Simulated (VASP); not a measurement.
Write the native input for VASP 6.6.1 that does the following.

```yaml
Task: single point
Functional: PBE
Potentials_or_basis: VASP PAW PBE potentials, release 64 (B, N)
Cutoff: 520 eV
k_mesh: 9 × 9 × 6
Occupations: gaussian, width 0.01 eV
Spin: no spin polarisation
Dipole_correction: no
Further_INCAR_settings: ALGO = Normal; EDIFF = 1e-06; NBANDS = 16
```

The structure of BN (pbe) lies in POSCAR:

```
BN
1.0
    2.5540613941      0.0000000000      0.0000000000
   -1.2770306971      2.2118820501      0.0000000000
    0.0000000000      0.0000000000      4.2238815845
B N
2 2
Direct
    0.3333333333      0.6666666667     -0.0003155034
    0.6666666667      0.3333333333      0.4996844966
    0.3333333333      0.6666666667      0.3743155034
    0.6666666667      0.3333333333      0.8743155034
```

The input as run:

INCAR

```
ALGO = Normal
EDIFF = 1E-6
ENCUT = 520
GGA = PE
ISIF = 2
ISMEAR = 0
LASPH = True
LCHARG = False
LREAL = False
LWAVE = False
NBANDS = 16
NELM = 80
PREC = Accurate
SIGMA = 0.01
```

KPOINTS

```
k-points
0
Gamma
  9 9 6
```

Potentials or basis: VASP PAW PBE potentials, release 64 (B, N).

Command:

```console
$ cat potpaw_PBE.64/B/POTCAR potpaw_PBE.64/N/POTCAR > POTCAR
$ mpirun -np 1 vasp_std > vasp.out
```

Results of the run:

| Item | Value |
| --- | --- |
| Pressure | 0.4 GPa |
| Largest force | 0.003 eV/Å |
| Band gap on the k mesh | 5.21 eV, indirect (least direct gap 8.23 eV) |

It took 6.6 s on 1 thread of Intel(R) Xeon(R) 6975P-C (Granite Rapids), on a shared host, peak memory 0.14 GiB.
